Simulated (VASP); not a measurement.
Wanted: the native input for a VASP 6.6.1 run.

| Property | Result |
| --- | --- |
| Task | single point |
| Functional | PBEsol |
| Potentials or basis | VASP PAW PBE potentials, release 64 (In_d, P) |
| Cutoff | 500 eV |
| k mesh | 10 × 10 × 10 |
| Occupations | gaussian, width 0.02 eV |
| Spin | no spin polarisation |
| Dipole correction | no |
| Further INCAR settings | ALGO = Normal; EDIFF = 1e-06; NBANDS = 16 |

The structure of InP lies in POSCAR:

```
InP
1.0
    0.0000000000      2.9390910364      2.9390910364
    2.9390910364      0.0000000000      2.9390910364
    2.9390910364      2.9390910364      0.0000000000
In P
1 1
Direct
    0.0000000000      0.0000000000      0.0000000000
    0.2500000000      0.2500000000      0.2500000000
```

One way to write it, as run:

INCAR

```
SYSTEM = InP
ALGO     = Normal         ! electronic algorithm
EDIFF    = 1E-6           ! SCF threshold, eV
ENCUT    = 500            ! plane-wave cutoff, eV
GGA      = PS             ! functional
GGA_COMPAT= .False.      
ISIF     = 2              ! what is computed and relaxed
ISMEAR   = 0              ! smearing method
LASPH    = .True.         ! aspherical terms in the spheres
LCHARG   = .False.        ! write CHGCAR
LREAL    = .False.        ! projectors in reciprocal space
LWAVE    = .False.        ! write WAVECAR
NBANDS   = 16             ! bands
NELM     = 120            ! most SCF steps
PREC     = Accurate       ! precision mode
SIGMA    = 0.02           ! smearing width, eV
```

KPOINTS

```
k-points
0
Gamma
  10 10 10
  0 0 0
```

Potentials or basis: VASP PAW PBE potentials, release 64 (In_d, P).

The run is started by

```sh
$ cat potpaw_PBE.64/In_d/POTCAR potpaw_PBE.64/P/POTCAR > POTCAR
$ mpirun -np 1 vasp_std > vasp.out
```

It gave:

| Quantity | Value |
| --- | --- |
| Pressure | 0.0 GPa |
| Band gap on the k mesh | 0.57 eV, direct |

Caveat: the PAW data sets were made with another functional, which shifts forces and pressure a little; spin-orbit coupling is left out, which moves the levels of the heavy elements.

Run time: 34 s on 1 thread of Intel(R) Xeon(R) Platinum 8259CL CPU @ 2.50GHz (Skylake/Cascade Lake) (shared host), peak memory 0.18 GiB.
